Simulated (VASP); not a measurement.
The system is AlN.

```
Al N
1.0
     0.00000    2.19846    2.19846
     2.19846    0.00000    2.19846
     2.19846    2.19846    0.00000
Al N
1 1
Direct
  0.00000 0.00000 0.00000
  0.25000 0.25000 0.25000
```

Base run:

* Program: VASP 6.6.1
* Functional: SVWN5
* Potentials or basis: VASP PAW PBE potentials, release 64 (Al, N)
* Cutoff: 520 eV
* k mesh: 10 × 10 × 10
* Occupations: fermi-dirac, width 0.05 eV
* Spin: no spin polarisation

Its results: band gap on the k mesh 3.22 eV, indirect (least direct gap 4.05 eV); pressure -6.7 GPa.

The run is repeated on the same cell with these changes: functional from SVWN5 to PBE. What comes out?

Band gap on the k mesh 3.31 eV, indirect (least direct gap 4.02 eV); pressure 0.5 GPa.

PBE binds less tightly than SVWN5, so the same cell stands under more pressure.

Caveats: the PAW data sets were made with another functional, which shifts forces and pressure a little (some runs).

A k mesh can miss the band edges.
